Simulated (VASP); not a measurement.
# SiBiS (P4/mmm) in VASP: notebook

Runs on SiBiS. Level: PBE. Tasks: single point.

Everything below comes from runs of VASP 6.6.1. Logs are shortened: lines on timing, memory, paths and dates and some standing lists are left out, and cuts for length are marked.

## Step 1: The cell of the first run

The structure is tetragonal, space group P4/mmm (No. 123). Conventional cell: a = 3.423 Å, b = 3.423 Å, c = 5.742 Å, α = 90.00°, β = 90.00°, γ = 90.00°. Within 3.2 Å of Si (site symmetry 4/mmm) lie 4 S at 2.42 Å and 2 Bi at 2.87 Å. Bi (site symmetry 4/mmm) has 2 Si at 2.87 Å and 4 Bi at 3.42 Å and 8 S at 3.76 Å within 3.8 Å. Within 3.2 Å of S (site symmetry 4/mmm) lie 4 Si at 2.42 Å.

The cell was generated, and may not be a known phase.

## Step 2: Single point, PBE

The input, INCAR:

```
ALGO = Normal
EDIFF = 1E-6
ENCUT = 520
GGA = PE
ISIF = 2
ISMEAR = 0
LASPH = T
LCHARG = T
LELF = T
LREAL = F
LVHAR = T
LWAVE = F
NBANDS = 20
NELM = 80
PREC = Accurate
SIGMA = 0.1
```

The input, KPOINTS:

```
k-points
0
Gamma
  4 4 4
```

The input, POSCAR:

```
SiBiS
1.0
    3.4229273428      0.0000000000      0.0000000000
    0.0000000000      3.4229273428      0.0000000000
    0.0000000000      0.0000000000      5.7421431036
Si Bi S
1 1 1
Direct
    0.0000000000      0.0000000000      0.0000000000
    0.0000000000      0.0000000000      0.5000000000
    0.5000000000      0.5000000000      0.0000000000
```

Potentials or basis: VASP PAW PBE potentials, release 64 (Si, Bi_d, S).

Command:

```console
$ cat potpaw_PBE.64/Si/POTCAR potpaw_PBE.64/Bi_d/POTCAR potpaw_PBE.64/S/POTCAR > POTCAR
$ mpirun -np 1 vasp_std > vasp.out
```

OUTCAR:

```text
EDIFF = 1E-6
   ENCUT = 520
   GGA = PE
   ISIF = 2
   ISMEAR = 0
   LASPH = T
   LREAL = F
   NELM = 80
   PREC = Accurate

 ion  position               nearest neighbor table
   1  0.000  0.000  0.000-   3 2.42   3 2.42   3 2.42   3 2.42   2 2.87   2 2.87
   2  0.000  0.000  0.500-   1 2.87   1 2.87
   3  0.500  0.500  0.000-   1 2.42   1 2.42   1 2.42   1 2.42

  LATTYP: Found a simple tetragonal cell.
 ALAT       =     3.4229273428
 C/A-ratio  =     1.6775533129

  Lattice vectors:

 A1 = (   3.4229273428,   0.0000000000,   0.0000000000)
 A2 = (   0.0000000000,   3.4229273428,   0.0000000000)
 A3 = (   0.0000000000,   0.0000000000,   5.7421431036)

Analysis of symmetry for initial positions (statically):
=====================================================================
 Subroutine PRICEL returns:
 Original cell was already a primitive cell.

 Routine SETGRP: Setting up the symmetry group for a
 simple tetragonal supercell.

 Subroutine GETGRP returns: Found 16 space group operations
 (whereof 16 operations were pure point group operations)
 out of a pool of 16 trial point group operations.

The static configuration has the point symmetry D_4h.

Analysis of symmetry for dynamics (positions and initial velocities):
=====================================================================
 Subroutine PRICEL returns:
 Original cell was already a primitive cell.

 Routine SETGRP: Setting up the symmetry group for a
 simple tetragonal supercell.

 Subroutine GETGRP returns: Found 16 space group operations
 (whereof 16 operations were pure point group operations)
 out of a pool of 16 trial point group operations.

The dynamic configuration has the point symmetry D_4h.

 Subroutine INISYM returns: Found 16 space group operations
 (whereof 16 operations are pure point group operations),
 and found     1 'primitive' translations

----------------------------------------------------------------------------------------

                                     Primitive cell

  volume of cell :      67.2774

  direct lattice vectors                    reciprocal lattice vectors
     3.422927343  0.000000000  0.000000000     0.292147598  0.000000000  0.000000000
     0.000000000  3.422927343  0.000000000     0.000000000  0.292147598  0.000000000
     0.000000000  0.000000000  5.742143104     0.000000000  0.000000000  0.174151006

  length of vectors
     3.422927343  3.422927343  5.742143104     0.292147598  0.292147598  0.174151006

  position of ions in fractional coordinates (direct lattice)
     0.000000000  0.000000000  0.000000000
     0.000000000  0.000000000  0.500000000
     0.500000000  0.500000000  0.000000000

  ion indices of the primitive-cell ions
   primitive index   ion index
                 1           1
                 2           2
                 3           3

----------------------------------------------------------------------------------------

 KPOINTS: k-points

Automatic generation of k-mesh.
 Grid dimensions read from file:
 generate k-points for:    4    4    4

 Generating k-lattice:

  Cartesian coordinates                     Fractional coordinates (reciprocal lattice)
     0.073036899  0.000000000  0.000000000     0.250000000  0.000000000  0.000000000
     0.000000000  0.073036899  0.000000000     0.000000000  0.250000000  0.000000000
     0.000000000  0.000000000  0.043537752     0.000000000  0.000000000  0.250000000

  Length of vectors
     0.073036899  0.073036899  0.043537752

  Shift w.r.t. Gamma in fractional coordinates (k-lattice)
     0.000000000  0.000000000  0.000000000

 Subroutine IBZKPT returns following result:
 ===========================================

 Found     18 irreducible k-points:

 Following reciprocal coordinates:
            Coordinates               Weight
  0.000000  0.000000  0.000000      1.000000
  0.250000  0.000000  0.000000      4.000000
  0.500000  0.000000  0.000000      2.000000
  0.250000  0.250000  0.000000      4.000000
  0.500000  0.250000  0.000000      4.000000
  0.500000  0.500000  0.000000      1.000000
[... 10 lines left out ...]
  0.500000  0.250000  0.500000      4.000000
  0.500000  0.500000  0.500000      1.000000
   k-points           NKPTS =     18   k-points in BZ     NKDIM =     18   number of bands    NBANDS=     20
   number of dos      NEDOS =    301   number of ions     NIONS =      3
   total plane-waves  NPLWV =  37632
   dimension x,y,z NGX =    28 NGY =   28 NGZ =   48
   dimension x,y,z NGXF=    56 NGYF=   56 NGZF=   96
   ions per type =               1   1   1
   NGX,Y,Z   is equivalent  to a cutoff of  13.60, 13.60, 13.90 a.u.
   NGXF,Y,Z  is equivalent  to a cutoff of  27.20, 27.20, 27.79 a.u.
 SYSTEM =  unknown system
   PREC   = accura    normal or accurate (medium, high low for compatibility)
   ISTART =      0    job   : 0-new  1-cont  2-samecut
   ICHARG =      2    charge: 1-file 2-atom 10-const
   ISPIN  =      1    spin polarized calculation?
   LNONCOLLINEAR =      F non collinear calculations
   LSORBIT =      F    spin-orbit coupling
   LASPH  =      T    aspherical Exc in radial PAW
   ENCUT  =  520.0 eV  38.22 Ry    6.18 a.u.   6.36  6.36 10.68*2*pi/ulx,y,z
   NELM   =     80;   NELMIN=  2; NELMDL= -5     # of ELM steps
   EDIFF  = 0.1E-05   stopping-criterion for ELM
   LREAL  =      F    real-space projection
   EDIFFG = 0.1E-04   stopping-criterion for IOM
   NSW    =      0    number of steps for IOM
   IBRION =     -1    ionic relax: 0-MD 1-quasi-New 2-CG
   NFREE  =      0    steps in history (QN), initial steepest desc. (CG)
   ISIF   =      2    stress and relaxation
   ISYM   =      2    0-nonsym 1-usesym 2-fastsym
   POTIM  = 0.5000    time-step for ionic-motion
   TEBEG  =    0.0;   TEEND  =   0.0 temperature during run
   PSTRESS=    0.0 pullay stress
   NELECT =      25.0000    total number of electrons
   NUPDOWN=      -1.0000    fix difference up-down
   EMIN   =  10.00;   EMAX   =-10.00  energy-range for DOS
   EFERMI =   0.00;   METHOD = LEGACY
   ISMEAR =     0;   SIGMA  =   0.10  broadening in eV -4-tet -1-fermi 0-gaus
   EFERMI_NEDOS =   21; number of points for ismear=-14 and -15
   IALGO  =     38    algorithm
   IMIX   =      4    mixing-type and parameters
     AMIX     =   0.40;   BMIX     =  1.00
     AMIX_MAG =   1.60;   BMIX_MAG =  1.00
  volume/ion in A,a.u.               =      22.43       151.34
  Fermi-wavevector in a.u.,A,eV,Ry     =   1.176969  2.224149 18.847554  1.385256
  Thomas-Fermi vector in A             =   2.313324
   LORBIT       =      0    0 simple, 1 ext, 2 COOP (PROOUT), +10 PAW based schemes
   GGA     = PE    functional components
   LHFCALC =     F    Hartree Fock is set to
   AEXX    =    0.0000 exact exchange contribution
   IVDW    =     0    specifies the selected vdW correction
   LEPSILON=     F    determine dielectric tensor
   LRPA    =     F    only Hartree local field effects (RPA)
 non-spin polarized calculation
 Gauss-broadening in eV      SIGMA  =   0.10
  energy-cutoff  :      520.00
  volume of cell :       67.28
 maximum number of plane-waves:      1839
 NGX is ok and might be reduce to    28
   NGX = 13   NGY = 13   NGZ = 21

 number of electron      24.9999999 magnetization

 Free energy of the ion-electron system (eV)
  ---------------------------------------------------
  ext. energy  EPLUGINS =         0.00000000
  ---------------------------------------------------
  free energy    TOTEN  =       -13.11963803 eV

  energy without entropy =      -13.11768946  energy(sigma->0) =      -13.11866374

 E-fermi :   7.1866     XC(G=0): -10.1536

 val. band max:        7.1315306908   @ k =   0.0000   0.0000   0.5000
 cond. band min:       7.3061875983   @ k =   0.2500   0.2500   0.0000
 fundamental gap:      0.1746569074
 Fermi energy:         7.1866102386

 k-point     1 :       0.0000    0.0000    0.0000
  band No.  band energies     occupation
      1     -15.6385      2.00000
      2     -15.5746      2.00000
      3     -15.4753      2.00000
      4     -15.4753      2.00000
      5     -15.4466      2.00000
      6      -8.2668      2.00000
[... 12 lines left out ...]
     19      14.7076      0.00000
     20      14.8546      0.00000

 k-point     2 :       0.2500    0.0000    0.0000
  band No.  band energies     occupation
      1     -15.6003      2.00000
      2     -15.5240      2.00000
      3     -15.5035      2.00000
      4     -15.4731      2.00000
      5     -15.4709      2.00000
      6      -7.6841      2.00000
[... 12 lines left out ...]
     19      14.8300      0.00000
     20      15.2529      0.00000

 k-point     3 :       0.5000    0.0000    0.0000
  band No.  band energies     occupation
      1     -15.5898      2.00000
      2     -15.5315      2.00000
      3     -15.4950      2.00000
      4     -15.4708      2.00000
      5     -15.4453      2.00000
      6      -6.7413      2.00000
[... 12 lines left out ...]
     19      16.9026      0.00000
     20      17.0406      0.00000

 k-point     4 :       0.2500    0.2500    0.0000
  band No.  band energies     occupation
      1     -15.5257      2.00000
      2     -15.5085      2.00000
      3     -15.5013      2.00000
      4     -15.5001      2.00000
      5     -15.4979      2.00000
      6      -7.1415      2.00000
[... 12 lines left out ...]
     19      15.4339      0.00000
     20      15.5378      0.00000

 k-point     5 :       0.5000    0.2500    0.0000
  band No.  band energies     occupation
      1     -15.5282      2.00000
      2     -15.5250      2.00000
      3     -15.5188      2.00000
      4     -15.4980      2.00000
      5     -15.4249      2.00000
      6      -6.3158      2.00000
[... 12 lines left out ...]
     19      13.5963      0.00000
     20      14.7797      0.00000

 k-point     6 :       0.5000    0.5000    0.0000
  band No.  band energies     occupation
      1     -15.5547      2.00000
      2     -15.5250      2.00000
      3     -15.5250      2.00000
      4     -15.4798      2.00000
      5     -15.3719      2.00000
      6      -5.7539      2.00000
[... 12 lines left out ...]
     19      16.4505      0.00000
     20      16.4505      0.00000

 k-point     7 :       0.0000    0.0000    0.2500
  band No.  band energies     occupation
      1     -15.6385      2.00000
      2     -15.5728      2.00000
      3     -15.4754      2.00000
      4     -15.4754      2.00000
      5     -15.4466      2.00000
      6      -8.2080      2.00000
[... 12 lines left out ...]
     19      14.7067      0.00000
     20      15.3913      0.00000
[... 139 lines left out ...]
 k-point    14 :       0.2500    0.0000    0.5000
  band No.  band energies     occupation
      1     -15.5993      2.00000
      2     -15.5217      2.00000
      3     -15.5040      2.00000
      4     -15.4731      2.00000
      5     -15.4709      2.00000
      6      -7.5830      2.00000
[... 12 lines left out ...]
     19      14.5945      0.00000
     20      15.4350      0.00000

 k-point    15 :       0.5000    0.0000    0.5000
  band No.  band energies     occupation
      1     -15.5885      2.00000
      2     -15.5323      2.00000
      3     -15.4950      2.00000
      4     -15.4708      2.00000
      5     -15.4437      2.00000
      6      -6.7169      2.00000
[... 12 lines left out ...]
     19      15.9132      0.00000
     20      16.1619      0.00000

 k-point    16 :       0.2500    0.2500    0.5000
  band No.  band energies     occupation
      1     -15.5228      2.00000
      2     -15.5085      2.00000
      3     -15.5019      2.00000
      4     -15.5004      2.00000
      5     -15.4979      2.00000
      6      -7.0629      2.00000
[... 12 lines left out ...]
     19      15.0810      0.00000
     20      15.2188      0.00000

 k-point    17 :       0.5000    0.2500    0.5000
  band No.  band energies     occupation
      1     -15.5289      2.00000
      2     -15.5249      2.00000
      3     -15.5168      2.00000
      4     -15.4982      2.00000
      5     -15.4243      2.00000
      6      -6.2999      2.00000
[... 12 lines left out ...]
     19      14.2786      0.00000
     20      15.1510      0.00000

 k-point    18 :       0.5000    0.5000    0.5000
  band No.  band energies     occupation
      1     -15.5546      2.00000
      2     -15.5254      2.00000
      3     -15.5254      2.00000
      4     -15.4773      2.00000
      5     -15.3719      2.00000
      6      -5.7523      2.00000
[... 12 lines left out ...]
     19      14.8537      0.00000
     20      14.8538      0.00000

------------------------ aborting loop because EDIFF is reached ----------------------------------------

  FORCE on cell =-STRESS in cart. coord.  units (eV):
  Direction    XX          YY          ZZ          XY          YZ          ZX
  --------------------------------------------------------------------------------------
  -------------------------------------------------------------------------------------
  Total       -0.0233971     -0.0233971     -0.0510231      0.0000000      0.0000000     -0.0000000
  in kB       -0.5571892     -0.5571892     -1.2150878      0.0000000      0.0000000     -0.0000000
  external PRESSURE =      -0.7764888 kB  Pullay stress =       0.0000000 kB

 VOLUME and BASIS-vectors are now :
 -----------------------------------------------------------------------------
  energy-cutoff  :      520.00
  volume of cell :       67.28
      direct lattice vectors                 reciprocal lattice vectors
     3.422927343  0.000000000  0.000000000     0.292147598  0.000000000  0.000000000
     0.000000000  3.422927343  0.000000000     0.000000000  0.292147598  0.000000000
     0.000000000  0.000000000  5.742143104     0.000000000  0.000000000  0.174151006

 POSITION                                       TOTAL-FORCE (eV/Angst)
 -----------------------------------------------------------------------------------
      0.00000      0.00000      0.00000         0.000000      0.000000      0.000000
      0.00000      0.00000      2.87107         0.000000      0.000000      0.000000
      1.71146      1.71146      0.00000         0.000000      0.000000      0.000000
 -----------------------------------------------------------------------------------
    total drift:                               -0.000000      0.000000      0.000000

  FREE ENERGIE OF THE ION-ELECTRON SYSTEM (eV)
  ---------------------------------------------------
  free  energy   TOTEN  =       -13.1196380263 eV

  energy  without entropy=      -13.1176894620  energy(sigma->0) =      -13.11866374
```

Run time: 33 s. Hardware: 1 thread of Intel Xeon 8259CL, shared host; peak memory 0.19 GiB.

What came out:

* Free energy: -13.1196 eV
* Pressure: -0.1 GPa
* Band gap on the k mesh: zero (an odd number of electrons rules out a gap without spin polarisation)

Levels at points of the mesh, in eV from the Fermi level:
```csv
k point,band 10,band 11,band 12,band 13,band 14,band 15
"(0.00, 0.00, 0.00)",-4.12,-3.45,0.29,2.60,3.39,3.39
"(0.50, 0.00, 0.00)",-3.40,-3.38,-2.76,0.91,1.59,1.69
"(0.50, 0.50, 0.00)",-5.53,-2.39,-2.37,-1.68,-1.68,3.18
"(0.00, 0.00, 0.50)",-4.07,-3.81,-0.06,2.64,2.68,2.85
"(0.50, 0.00, 0.50)",-2.76,-1.14,-0.73,0.52,1.14,1.42
"(0.50, 0.50, 0.50)",-7.08,-2.52,-2.33,-2.33,2.05,2.39
```

Caveat: the k points lie up to 0.46 Å⁻¹ apart, too coarse for converged energies and pressures of a metal; spin-orbit coupling is left out, which moves the levels of the heavy elements.

## Step 3: Single point, PBE

This run uses another cell than the first one, of 26.00 Å³/atom.

Changes to INCAR since step 2:

```diff
@@ -13,3 +13,3 @@
 NBANDS = 20
-NELM = 80
+NELM = 100
 PREC = Accurate
```

KPOINTS is that of step 2.

The input, POSCAR:

```
SiBiS
1.0
    4.2354600800      0.0000000000      0.0000000000
    0.0000000000      4.2354600800      0.0000000000
    0.0000000000      0.0000000000      4.3478083500
Si Bi S
1 1 1
Direct
    0.0000000000      0.0000000000      0.0000000000
    0.0000000000      0.0000000000      0.5000000000
    0.5000000000      0.5000000000      0.0000000000
```

Potentials or basis: VASP PAW PBE potentials, release 64 (Si, Bi_d, S).

Command:

```console
$ cat potpaw_PBE.64/Si/POTCAR potpaw_PBE.64/Bi_d/POTCAR potpaw_PBE.64/S/POTCAR > POTCAR
$ mpirun -np 1 vasp_std > vasp.out
```

It took 30 s on 1 thread of Intel Xeon 8259CL, shared host; peak memory 0.18 GiB.

It converged, with:

```yaml
Free_energy: -8.0402 eV
Pressure: 14.1 GPa
Band_gap_on_the_k_mesh: zero (an odd number of electrons rules out a gap without spin polarisation)
```

Stress tensor (GPa, compression positive):
```
-8.32  0.00  0.00
 0.00 -8.32  0.00
 0.00  0.00 58.97
```

Levels at points of the mesh, in eV from the Fermi level:
```tsv
k point	band 11	band 12	band 13	band 14	band 15	band 16
(0.00, 0.00, 0.00)	-2.60	-0.63	0.91	0.91	3.29	5.08
(0.50, 0.00, 0.00)	-1.99	-1.64	-1.16	-0.15	2.59	5.19
(0.50, 0.50, 0.00)	-2.33	-0.91	0.74	0.74	4.46	4.46
(0.00, 0.00, 0.50)	-1.65	-0.06	-0.06	2.92	2.92	4.14
(0.50, 0.00, 0.50)	-1.40	-0.11	0.33	0.35	0.80	5.49
(0.50, 0.50, 0.50)	-1.98	-1.98	-1.86	3.69	3.69	6.04
```

Caveat: the k points lie up to 0.37 Å⁻¹ apart, too coarse for converged energies and pressures of a metal; spin-orbit coupling is left out, which moves the levels of the heavy elements.

The gap in the log of VASP goes by the Fermi energy; the results here count the filled bands.